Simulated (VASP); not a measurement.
A run of VASP 6.6.1 is set up as follows.

File INCAR:

```
PREC     = Accurate       # precision mode
ENCUT    = 520            # plane-wave cutoff, eV
EDIFF    = 1E-6           # SCF threshold, eV
ISMEAR   = 0              # smearing method
SIGMA    = 0.1            # smearing width, eV
LREAL    = False          # projectors in reciprocal space
LASPH    = True           # aspherical terms in the spheres
NELM     = 80             # most SCF steps
ALGO     = Fast           # electronic algorithm
ISIF     = 2              # what is computed and relaxed
LWAVE    = False          # write WAVECAR
LCHARG   = False          # write CHGCAR
GGA      = PS             # functional
NBANDS   = 12             # bands
```

File KPOINTS:

```
regular mesh
0
Gamma
  22 22 22
```

POSCAR

```
Cd
1.0
    0.0000000000      2.1887489458      2.1887489458
    2.1887489458      0.0000000000      2.1887489458
    2.1887489458      2.1887489458      0.0000000000
Cd
1
Direct
    0.0000000000      0.0000000000      0.0000000000
```

Potentials or basis: VASP PAW PBE potentials, release 64 (Cd).

Command:

```bash
$ cat potpaw_PBE.64/Cd/POTCAR > POTCAR
$ mpirun -np 1 vasp_std > vasp.out
```

(1) Predict the band gap on the k mesh.

(2) Predict the pressure.

Results:

(1) zero (band 6 reaches 4.57 eV, above the bottom of band 7 at 1.68 eV).

(2) 0.4 GPa.

Caveat: the PAW data sets were made with another functional, which shifts forces and pressure a little.
